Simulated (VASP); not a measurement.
DyBe: relaxation of shape and atoms at fixed volume with PBE

DyBe:

```
Dy Be
1.0
     2.25816   -3.91491    0.00000
     2.25816    3.91491    0.00000
     0.00000    0.00000    3.86873
Dy Be
2 2
Direct
  0.16661 0.83339 0.75000
  0.83339 0.16661 0.25000
  0.49980 0.50020 0.75000
  0.50020 0.49980 0.25000
```

```json
{"Program": "VASP 6.6.1", "Task": "relaxation of shape and atoms at fixed volume", "Functional": "PBE", "Potentials or basis": "VASP PAW PBE potentials, release 64 (Dy_3, Be), 4f in core", "Cutoff": "600 eV", "k mesh": "10 × 10 × 10", "Occupations": "gaussian, width 0.1 eV", "Spin": "no spin polarisation", "Dipole correction": "no", "Further INCAR settings": "ALGO = Normal; EDIFF = 1e-07; IBRION = 2; EDIFFG = -0.01; NSW = 50; ISIF = 4"}
```

| Property | Result |
| --- | --- |
| Pressure after relaxing | 10.4 GPa |
| Band gap on the k mesh | zero (bands 11 and 12 overlap by 2.01 eV) |

Final structure:
```yaml
crystal:
  lattice:
    - [2.25816, -3.91491, 0.00000]
    - [2.25816, 3.91491, 0.00000]
    - [0.00000, 0.00000, 3.86873]
  atoms:
    - { symbol: Dy, position: [0.16661, 0.83339, 0.75000] }
    - { symbol: Dy, position: [0.83339, 0.16661, 0.25000] }
    - { symbol: Be, position: [0.49980, 0.50020, 0.75000] }
    - { symbol: Be, position: [0.50020, 0.49980, 0.25000] }
```

Levels at points of the mesh, in eV from the Fermi level:
| k point | band 9 | band 10 | band 11 | band 12 | band 13 | band 14 |
| --- | --- | --- | --- | --- | --- | --- |
| (0.00, 0.00, 0.00) | -1.93 | -1.71 | -0.17 | 1.68 | 1.84 | 1.84 |
| (0.50, 0.00, 0.00) | -1.43 | -1.32 | -0.46 | 1.21 | 1.59 | 2.30 |
| (0.50, 0.50, 0.00) | -1.43 | -1.32 | -0.46 | 1.21 | 1.59 | 2.30 |
| (0.00, 0.00, 0.50) | -1.39 | -1.39 | -1.39 | -1.39 | 4.12 | 4.12 |
| (0.50, 0.00, 0.50) | -0.66 | -0.66 | 0.29 | 0.29 | 1.84 | 1.84 |
| (0.50, 0.50, 0.50) | -0.66 | -0.66 | 0.29 | 0.29 | 1.84 | 1.84 |

Wall time 110 s on 1 thread of Intel(R) Xeon(R) Platinum 8488C (Sapphire Rapids) (shared host), peak memory 0.38 GiB.

Caveat: spin-orbit coupling is left out, which moves the levels of the heavy elements; the 4f electrons are frozen in the core, so they carry no moment and show no levels. Spin polarisation is off, so any magnetic state and its effect on volume and gap are missing.
